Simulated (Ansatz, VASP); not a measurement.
## SnO: VASP beside Ansatz

```xyz
4
Lattice="3.7926 0.0000 0.0000 0.0000 3.7926 0.0000 0.0000 0.0000 4.7584" Properties=species:S:1:pos:R:3 pbc="T T T"
Sn    0.0000    1.8963    1.1469
Sn    1.8963    0.0000    3.6115
O     1.8963    1.8963    0.0000
O     0.0000    0.0000    0.0000
```

Alike in both runs: task single point; functional r2SCAN; k mesh 6 × 6 × 6; occupations fermi-dirac, width 0.02 eV; no spin polarisation.

```csv
,VASP,Ansatz
version,VASP 6.6.1,Ansatz 0.2.0
potentials or method,"VASP PAW PBE potentials, release 64 (Sn_d, O_h)","plane waves, PAW"
plane-wave cutoff (eV),910,500
valence electrons in the cell,40,40
```

Ansatz gave:

| Item | Value |
| --- | --- |
| rms of the force components (eV/Å) | 0.011 |

Task: Which values does VASP return?

Result: rms of the force components (eV/Å): 0.043.

VASP's potentials were made for PBE, not for r2SCAN. Atom by atom the forces differ by 0.053 eV/Å (rms over components). With one functional, cell and mesh, what is left measures potentials, basis and numerics.

Noted on VASP's run: the cutoff is short for stress, so the pressure is rough.
